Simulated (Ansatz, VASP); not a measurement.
## Ga: VASP beside Ansatz

```xyz
1
Lattice="-1.7393 1.7393 1.7393 1.7393 -1.7393 1.7393 1.7393 1.7393 -1.7393" Properties=species:S:1:pos:R:3 pbc="T T T"
Ga    0.0000    0.0000    0.0000
```

Alike in both runs: task single point; functional BLYP; k mesh 14 × 14 × 14; occupations fermi-dirac, width 0.1 eV; no spin polarisation.

|  | VASP | Ansatz |
| --- | --- | --- |
| version | VASP 6.6.1 | Ansatz 0.2.0 |
| potentials or method | VASP PAW PBE potentials, release 64 (Ga_d), cutoff 520 eV | plane waves (420 eV) with PAW, scalar-relativistic |
| valence electrons in the cell | 13 | 13 |

|  | VASP | Ansatz | Ansatz less VASP |
| --- | --- | --- | --- |
| pressure (GPa) | 1.4 | 1.4 | +0.09 |

VASP's potentials were made for PBE, not for BLYP.
